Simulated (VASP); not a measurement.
A run of VASP 6.6.1 is set up as follows.

INCAR

```
  PREC = Accurate
  ENCUT = 520
  EDIFF = 1E-6
  ISMEAR = -1
  SIGMA = 0.05
  LREAL = F
  LASPH = T
  NELM = 80
  ALGO = Normal
  ISIF = 2
  LWAVE = F
  LCHARG = F
  GGA = CA
  NBANDS = 16
```

KPOINTS

```
regular mesh
0
Gamma
  8 8 8
```

The input POSCAR:

```
Te
1.0
    4.1476655429     -2.3227945810      0.0000000000
    4.1476655429      2.3227945810      0.0000000000
   -0.1277870079      0.0000000000      3.8765650873
Te
3
Direct
    0.6760000000      0.6760000000      0.6750000000
    0.3240000000      0.3240000000      0.3250000000
    0.0000000000      0.0000000000      0.0000000000
```

Potentials or basis: VASP PAW LDA potentials, release 64 (Te).

Run with:

```console
$ cat potpaw_LDA.64/Te/POTCAR > POTCAR
$ mpirun -np 1 vasp_std > vasp.out
```

Task: Predict the pressure.

Result: 10.9 GPa.

Task: Predict the largest force.

Result: 0.642 eV/Å.

Task: Predict the band gap on the k mesh.

Result: Zero (bands 9 and 10 overlap by 3.85 eV).

Forces in eV/Å, atoms in the order of the input:
```
Te  -0.598  0.000 -0.232
Te   0.598  0.000  0.232
Te   0.000  0.000  0.000
```

Caveat: the cell stands under pressure; spin-orbit coupling is left out, which moves the levels of the heavy elements.
